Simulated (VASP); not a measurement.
# Rh (I4/mmm) in VASP: a series of runs

Rh is run at these levels: LDA; tasks: single point.

Program: VASP 6.6.1. These are calculated values, not measurements. Logs are shortened: lines on timing, memory, paths and dates and some standing lists are left out, and cuts for length are marked.

**1. The cell of the first run**

Symmetry: I4/mmm, No. 139, tetragonal system. Conventional cell: a = 3.072 Å, b = 3.072 Å, c = 2.953 Å, α = 90.00°, β = 90.00°, γ = 90.00°. Rh (site symmetry 4/mmm) has 14 Rh at 2.63 to 3.07 Å within 3.5 Å.

**2. Single point, LDA (13.93 Å³/atom)**

INCAR reads:

```
SYSTEM = Rh
  ALGO = Fast
  EDIFF = 1E-7
  ENCUT = 520
  ISIF = 2
  ISMEAR = 0
  LASPH = .True.
  LCHARG = .False.
  LREAL = .False.
  LWAVE = .False.
  NBANDS = 14
  NELM = 80
  PREC = Accurate
  SIGMA = 0.15
```

KPOINTS reads:

```
k-points
0
Gamma
  22 22 22
  0 0 0
```

POSCAR reads:

```
Rh
1.0
    0.0000000000      2.1721446024      1.4764066862
    2.1721446024      0.0000000000      1.4764066862
    2.1721446024      2.1721446024      0.0000000000
Rh
1
Direct
    0.0000000000      0.0000000000      0.0000000000
```

Potentials or basis: VASP PAW LDA potentials, release 64 (Rh_pv).

The run is started by

```bash
$ cat potpaw_LDA.64/Rh_pv/POTCAR > POTCAR
$ mpirun -np 1 vasp_std > vasp.out
```

OUTCAR:

```text
SYSTEM = Rh
   EDIFF = 1E-7
   ENCUT = 520
   ISIF = 2
   ISMEAR = 0
   LASPH = .True.
   LREAL = .False.
   NELM = 80
   PREC = Accurate

 ion  position               nearest neighbor table
   1  0.000  0.000  0.000-

  LATTYP: Found a body centered tetragonal cell.
 ALAT       =     3.0718763561
 C/A-ratio  =     0.9612409583

  Lattice vectors:

 A1 = (   0.0000000000,  -2.1721446024,  -1.4764066862)
 A2 = (   0.0000000000,   2.1721446024,  -1.4764066862)
 A3 = (   2.1721446024,   0.0000000000,   1.4764066862)

Analysis of symmetry for initial positions (statically):
=====================================================================
 Subroutine PRICEL returns:
 Original cell was already a primitive cell.

 Routine SETGRP: Setting up the symmetry group for a
 body centered tetragonal supercell.

 Subroutine GETGRP returns: Found 16 space group operations
 (whereof 16 operations were pure point group operations)
 out of a pool of 16 trial point group operations.

The static configuration has the point symmetry D_4h.

Analysis of symmetry for dynamics (positions and initial velocities):
=====================================================================
 Subroutine PRICEL returns:
 Original cell was already a primitive cell.

 Routine SETGRP: Setting up the symmetry group for a
 body centered tetragonal supercell.

 Subroutine GETGRP returns: Found 16 space group operations
 (whereof 16 operations were pure point group operations)
 out of a pool of 16 trial point group operations.

The dynamic configuration has the point symmetry D_4h.

 Subroutine INISYM returns: Found 16 space group operations
 (whereof 16 operations are pure point group operations),
 and found     1 'primitive' translations

----------------------------------------------------------------------------------------

                                     Primitive cell

  volume of cell :      13.9320

  direct lattice vectors                    reciprocal lattice vectors
     0.000000000  2.172144602  1.476406686    -0.230187253  0.230187253  0.338660076
     2.172144602  0.000000000  1.476406686     0.230187253 -0.230187253  0.338660076
     2.172144602  2.172144602  0.000000000     0.230187253  0.230187253 -0.338660076

  length of vectors
     2.626402269  2.626402269  3.071876356     0.469747794  0.469747794  0.469747794

  position of ions in fractional coordinates (direct lattice)
     0.000000000  0.000000000  0.000000000

  ion indices of the primitive-cell ions
   primitive index   ion index
                 1           1

[... 84 lines left out ...]
   EMIN   =  10.00;   EMAX   =-10.00  energy-range for DOS
   EFERMI =   0.00;   METHOD = LEGACY
   ISMEAR =     0;   SIGMA  =   0.15  broadening in eV -4-tet -1-fermi 0-gaus
   EFERMI_NEDOS =   21; number of points for ismear=-14 and -15
   IALGO  =     68    algorithm
   IMIX   =      4    mixing-type and parameters
     AMIX     =   0.40;   BMIX     =  1.00
     AMIX_MAG =   1.60;   BMIX_MAG =  1.00
  volume/ion in A,a.u.               =      13.93        94.02
  Fermi-wavevector in a.u.,A,eV,Ry     =   1.677905  3.170781 38.305380  2.815366
  Thomas-Fermi vector in A             =   2.762089
   LORBIT       =      0    0 simple, 1 ext, 2 COOP (PROOUT), +10 PAW based schemes
   GGA     = CA    functional components
   LHFCALC =     F    Hartree Fock is set to
   AEXX    =    0.0000 exact exchange contribution
   IVDW    =     0    specifies the selected vdW correction
   LEPSILON=     F    determine dielectric tensor
   LRPA    =     F    only Hartree local field effects (RPA)
 non-spin polarized calculation
 RMM-DIIS sequential band-by-band and
 Gauss-broadening in eV      SIGMA  =   0.15
  energy-cutoff  :      520.00
  volume of cell :       13.93
 maximum number of plane-waves:       392
   NGX =  9   NGY =  9   NGZ = 11

 number of electron      14.9999997 magnetization

 Free energy of the ion-electron system (eV)
  ---------------------------------------------------
  ext. energy  EPLUGINS =         0.00000000
  ---------------------------------------------------
  free energy    TOTEN  =        -8.30417283 eV

  energy without entropy =       -8.27724399  energy(sigma->0) =       -8.29070841

 E-fermi :  11.2878     XC(G=0): -14.2541

 val. band max:       11.2857414009   @ k =   0.3636   0.2273   0.0455
 cond. band min:      11.2884385838   @ k =  -0.1818   0.2727   0.2273
 fundamental gap:      0.0026971829
 Fermi energy:        11.2877842665

 k-point     1 :       0.0000    0.0000    0.0000
  band No.  band energies     occupation
      1     -34.5878      2.00000
      2     -34.4975      2.00000
      3     -34.4975      2.00000
      4       3.5355      2.00000
      5       8.1354      2.00000
      6       8.4631      2.00000
      7       8.4631      2.00000
      8      10.5557      2.00000
      9      11.0940      1.93226
     10      29.4499      0.00000
     11      29.4499      0.00000
     12      30.3102      0.00000
     13      32.1313      0.00000
     14      39.7920      0.00000
[... 377 lines left out ...]
      1     -35.2532      2.00000
      2     -34.7504      2.00000
      3     -34.5589      2.00000
      4       5.4918      2.00000
      5       6.8035      2.00000
      6      10.6425      2.00000
      7      10.7909      2.00000
      8      12.7973      0.00000
      9      12.9382      0.00000
     10      21.2735      0.00000
     11      26.0083      0.00000
     12      29.3440      0.00000
     13      32.1320      0.00000
     14      37.0784      0.00000

 [... further k-points ...]

------------------------ aborting loop because EDIFF is reached ----------------------------------------

  FORCE on cell =-STRESS in cart. coord.  units (eV):
  Direction    XX          YY          ZZ          XY          YZ          ZX
  --------------------------------------------------------------------------------------
  -------------------------------------------------------------------------------------
  Total       -0.2080025     -0.2080025     -1.2225476      0.0000000      0.0000000      0.0000000
  in kB      -23.9202457    -23.9202457   -140.5927388      0.0000000      0.0000000      0.0000000
  external PRESSURE =     -62.8110768 kB  Pullay stress =       0.0000000 kB

 VOLUME and BASIS-vectors are now :
 -----------------------------------------------------------------------------
  energy-cutoff  :      520.00
  volume of cell :       13.93
      direct lattice vectors                 reciprocal lattice vectors
     0.000000000  2.172144602  1.476406686    -0.230187253  0.230187253  0.338660076
     2.172144602  0.000000000  1.476406686     0.230187253 -0.230187253  0.338660076
     2.172144602  2.172144602  0.000000000     0.230187253  0.230187253 -0.338660076

 POSITION                                       TOTAL-FORCE (eV/Angst)
 -----------------------------------------------------------------------------------
      0.00000      0.00000      0.00000         0.000000      0.000000      0.000000
 -----------------------------------------------------------------------------------
    total drift:                                0.000000     -0.000000      0.000000

  FREE ENERGIE OF THE ION-ELECTRON SYSTEM (eV)
  ---------------------------------------------------
  free  energy   TOTEN  =        -8.3041728296 eV

  energy  without entropy=       -8.2772439932  energy(sigma->0) =       -8.29070841
```

stdout:

```text
POSCAR found type information on POSCAR Rh
 POSCAR found :  1 types and       1 ions
 scaLAPACK will be used
 LDA part: xc-table for (Slater(with rela. corr.)+CA(PZ))
 , standard interpolation
 POSCAR, INCAR and KPOINTS ok, starting setup
 FFT: planning ... GRIDC
 FFT: planning ... GRID_SOFT
 FFT: planning ... GRID
 WAVECAR not read
 entering main loop
WARNING in EDDRMM: call to ZHEGV failed, returncode =   8  4     14
WARNING in EDDRMM: call to ZHEGV failed, returncode =   8  4     13
```

Wall time 3.6 min (1 thread of Intel Xeon 8259CL, shared host); peak memory 0.25 GiB.

Results:

```yaml
Free_energy: -8.3042 eV
Pressure: -6.3 GPa
Band_gap_on_the_k_mesh: zero (an odd number of electrons rules out a gap without spin polarisation)
```

Levels at points of the mesh, in eV from the Fermi level:
```
           k point  band 5  band 6  band 7  band 8  band 9  band 10
(0.00, 0.00, 0.00)   -3.15   -2.82   -2.82   -0.73   -0.19    18.16
(0.50, 0.00, 0.00)   -4.59   -0.44    0.03    1.40    1.65     9.52
(0.50, 0.50, 0.00)   -5.86    1.07    1.07    1.21    9.00     9.00
(0.50, 0.00, 0.50)   -4.21   -0.84   -0.17    1.11    1.57     9.07
```

Caveat: the stress differs along the axes, from -14 to -2 GPa.

**3. Single point, LDA (14.64 Å³/atom)**

This run uses another cell than the first one, of 14.64 Å³/atom.

INCAR reads:

```
SYSTEM = Rh
PREC = Accurate
ENCUT = 520
EDIFF = 1E-6
ISMEAR = 0
SIGMA = 0.15
LREAL = .FALSE.
LASPH = .TRUE.
NELM = 60
ALGO = Fast
ISIF = 2
LWAVE = .FALSE.
LCHARG = .FALSE.
GGA = CA
NBANDS = 14
```

KPOINTS reads:

```
Automatic mesh
0
G
  22 22 22
  0 0 0
```

POSCAR reads:

```
Rh
1.0
    0.0000000000      2.1520359219      1.5802399774
    2.1520359219      0.0000000000      1.5802399774
    2.1520359219      2.1520359219      0.0000000000
Rh
1
Direct
    0.0000000000      0.0000000000      0.0000000000
```

Potentials or basis: VASP PAW LDA potentials, release 64 (Rh_pv).

The run is started by

```bash
$ cat potpaw_LDA.64/Rh_pv/POTCAR > POTCAR
$ mpirun -np 1 vasp_std > vasp.out
```

OUTCAR:

```text
SYSTEM = Rh
   PREC = Accurate
   ENCUT = 520
   EDIFF = 1E-6
   ISMEAR = 0
   LREAL = .FALSE.
   LASPH = .TRUE.
   NELM = 60
   ISIF = 2
   GGA = CA

 ion  position               nearest neighbor table
   1  0.000  0.000  0.000-

  LATTYP: Found a body centered tetragonal cell.
 ALAT       =     3.0434383875
 C/A-ratio  =     1.0384570188

  Lattice vectors:

 A1 = (   0.0000000000,  -2.1520359219,  -1.5802399774)
 A2 = (   0.0000000000,   2.1520359219,  -1.5802399774)
[... 589 lines left out ...]

 [... further k-points ...]

------------------------ aborting loop because EDIFF is reached ----------------------------------------

  FORCE on cell =-STRESS in cart. coord.  units (eV):
  Direction    XX          YY          ZZ          XY          YZ          ZX
  --------------------------------------------------------------------------------------
  -------------------------------------------------------------------------------------
  Total       -1.8848336     -1.8848336     -0.9430429      0.0000000      0.0000000     -0.0000000
  in kB     -206.3153457   -206.3153457   -103.2262070      0.0000000      0.0000000     -0.0000000
  external PRESSURE =    -171.9522994 kB  Pullay stress =       0.0000000 kB

 VOLUME and BASIS-vectors are now :
 -----------------------------------------------------------------------------
  energy-cutoff  :      520.00
  volume of cell :       14.64
      direct lattice vectors                 reciprocal lattice vectors
     0.000000000  2.152035922  1.580239977    -0.232338129  0.232338129  0.316407639
     2.152035922  0.000000000  1.580239977     0.232338129 -0.232338129  0.316407639
     2.152035922  2.152035922  0.000000000     0.232338129  0.232338129 -0.316407639

 POSITION                                       TOTAL-FORCE (eV/Angst)
 -----------------------------------------------------------------------------------
      0.00000      0.00000      0.00000        -0.000000      0.000000      0.000000
 -----------------------------------------------------------------------------------
    total drift:                               -0.000000     -0.000000      0.000000

  FREE ENERGIE OF THE ION-ELECTRON SYSTEM (eV)
  ---------------------------------------------------
  free  energy   TOTEN  =        -8.2508451394 eV

  energy  without entropy=       -8.2217132201  energy(sigma->0) =       -8.23627918
```

stdout:

```text
POSCAR found type information on POSCAR Rh
 POSCAR found :  1 types and       1 ions
 scaLAPACK will be used
 LDA part: xc-table for (Slater(with rela. corr.)+CA(PZ))
 , standard interpolation
 POSCAR, INCAR and KPOINTS ok, starting setup
 FFT: planning ... GRIDC
 FFT: planning ... GRID_SOFT
 FFT: planning ... GRID
 WAVECAR not read
 entering main loop
WARNING in EDDRMM: call to ZHEGV failed, returncode =   8  4     13
WARNING in EDDRMM: call to ZHEGV failed, returncode =   8  4     14
WARNING in EDDRMM: call to ZHEGV failed, returncode =   8  4     14
```

It took 3.1 min on 1 thread of Intel Xeon 8259CL, shared host; peak memory 0.26 GiB.

What came out:

```
Free energy            : -8.2508 eV
Pressure               : -17.2 GPa
Band gap on the k mesh : zero (an odd number of electrons rules out a gap without spin polarisation)
```

Stress tensor (GPa, compression positive):
```
-20.63   0.00   0.00
  0.00 -20.63   0.00
  0.00   0.00 -10.32
```

Levels at points of the mesh, in eV from the Fermi level:
```csv
k point,band 5,band 6,band 7,band 8,band 9,band 10
"(0.00, 0.00, 0.00)",-2.82,-2.82,-2.54,-0.64,-0.21,17.87
"(0.50, 0.00, 0.00)",-4.04,-0.67,-0.08,1.23,1.46,8.70
"(0.50, 0.50, 0.00)",-5.44,0.94,1.06,1.06,8.41,9.55
"(0.50, 0.00, 0.50)",-4.37,-0.22,-0.01,1.49,1.54,9.10
```

Caveat: the stress differs along the axes, from -21 to -10 GPa.

**4. Single point, LDA (11.11 Å³/atom)**

This run uses another cell than the first one, of 11.11 Å³/atom.

INCAR reads:

```
SYSTEM = Rh
PREC = Accurate
ENCUT = 520
EDIFF = 1E-7
ISMEAR = 0
SIGMA = 0.15
LREAL = .FALSE.
LASPH = .TRUE.
NELM = 80
ALGO = Normal
ISIF = 2
LWAVE = .FALSE.
LCHARG = .FALSE.
NBANDS = 14
```

KPOINTS is that of step 3.

POSCAR reads:

```
Rh
1.0
    0.0000000000      1.9630747863      1.4414858156
    1.9630747863      0.0000000000      1.4414858156
    1.9630747863      1.9630747863      0.0000000000
Rh
1
Direct
    0.0000000000      0.0000000000      0.0000000000
```

The run is started by

```bash
$ cat potpaw_LDA.64/Rh_pv/POTCAR > POTCAR
$ mpirun -np 1 vasp_std > vasp.out
```

Wall time 45 s (1 thread of AMD EPYC 9R45 (Zen 5), shared host); peak memory 0.19 GiB.

Results (log left out):

| Quantity | Value |
| --- | --- |
| Free energy | -7.6819 eV |
| Pressure | 97.7 GPa |
| Band gap on the k mesh | zero (an odd number of electrons rules out a gap without spin polarisation) |

Stress tensor (GPa, compression positive):
```
 90.23   0.00   0.00
  0.00  90.23   0.00
  0.00   0.00 112.57
```

Levels at points of the mesh, in eV from the Fermi level:
```csv
k point,band 5,band 6,band 7,band 8,band 9,band 10
"(0.00, 0.00, 0.00)",-4.26,-4.26,-3.84,-1.08,-0.40,17.88
"(0.50, 0.00, 0.00)",-6.12,-1.02,-0.10,1.24,2.33,12.12
"(0.50, 0.50, 0.00)",-8.33,1.49,1.67,1.67,9.85,11.11
"(0.50, 0.00, 0.50)",-6.60,-0.32,0.01,1.58,2.46,12.60
```

Caveat: the stress differs along the axes, from 90 to 113 GPa.

**5. The runs side by side**

```csv
cell,gap on the mesh (eV),pressure (GPa)
"a = 2.626, b = 2.626, c = 3.072 Å, angles 54.2, 54.2, 71.6°, 1 atom",none,-6.3
"a = 2.670, b = 2.670, c = 3.043 Å, angles 55.3, 55.3, 69.5°, 1 atom",none,-17.2
"a = 2.435, b = 2.435, c = 2.776 Å, angles 55.3, 55.3, 69.5°, 1 atom",none,97.7
```

Alike in all rows: task single point; level LDA; potentials or basis VASP PAW LDA potentials, release 64 (Rh_pv); no spin polarisation; k mesh 22 × 22 × 22; cutoff (eV) 520; smearing gaussian 0.15 eV.

Caveats: the stress differs along the axes, from -14 to -2 GPa (at least some runs); the stress differs along the axes, from -21 to -10 GPa (at least some runs); the stress differs along the axes, from 90 to 113 GPa (at least some runs).

Absolute energies hang on the potentials; compare differences alone.
